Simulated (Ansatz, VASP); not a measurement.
## LuPb2 in VASP and in Ansatz

```
Lu Pb
1.0
    -1.84685    1.84685    6.53806
     1.84685   -1.84685    6.53806
     1.84685    1.84685   -6.53806
Lu Pb
1 2
Direct
  0.00000 0.00000 0.00000
  0.33300 0.33300 0.00000
  0.66700 0.66700 0.00000
```

Change from the starting cell: volume scaled by 0.99, crystal datasets.

Alike in both runs: task electric field gradients; functional PBEsol; k mesh 12 × 12 × 12; occupations fermi-dirac, width 0.05 eV; no spin polarisation.

|  | VASP | Ansatz |
| --- | --- | --- |
| version | VASP 6.6.1 | Ansatz 0.2.0 |
| potentials or method | VASP PAW PBE potentials, release 64 (Lu, Pb_d), cutoff 520 eV | all-electron PAW with datasets made for the crystal, scalar-relativistic |

|  | VASP | Ansatz | Ansatz less VASP |
| --- | --- | --- | --- |
| pressure (GPa) | -3.3 | -3.3 | +0.02 |
| traceless stress, the component that is largest in VASP (GPa) | -0.70 | -0.69 | +0.005 |
| rms of the force components (eV/Å) | 0.167 | 0.169 | +0.0027 |
| size of Vzz on the site where it differs most (V/Å²) | 84.3 | 98.6 | +14.22 |

VASP's potentials were made for PBE, not for PBEsol. Atom by atom the forces differ by 0.003 eV/Å (rms over components). Ansatz ran all-electron here, and VASP with PAW potentials.

Neither program's run includes spin-orbit coupling.
